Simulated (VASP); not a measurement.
Input of a VASP 6.6.1 run:

File INCAR:

```
SYSTEM = C
PREC = Accurate
ENCUT = 520
EDIFF = 1E-6
ISMEAR = 0
SIGMA = 0.1
LREAL = .FALSE.
LASPH = .TRUE.
NELM = 60
ALGO = Normal
ISIF = 2
LWAVE = .FALSE.
LCHARG = .TRUE.
GGA = PS
LELF = .TRUE.
LVHAR = .TRUE.
NBANDS = 8
```

File KPOINTS:

```
Automatic mesh
0
G
  18 18 42
  0 0 0
```

POSCAR

```
C
1.0
    4.1811014258      0.0000000000      0.0000000000
   -2.0905507129      3.6209400505      0.0000000000
    0.0000000000      0.0000000000      1.2809139991
C
1
Direct
    0.0000000000      0.0000000000      0.0000000000
```

Potentials or basis: VASP PAW PBE potentials, release 64 (C).

Launch:

```console
$ cat potpaw_PBE.64/C/POTCAR > POTCAR
$ mpirun -np 1 vasp_std > vasp.out
```

(1) Predict the band gap on the k mesh.

(2) What does it give for the pressure?

Results:

(1) zero (band 2 reaches 8.15 eV, above the bottom of band 3 at -6.56 eV).

(2) 0.0 GPa.

Caveat: the PAW data sets were made with another functional, which shifts forces and pressure a little.
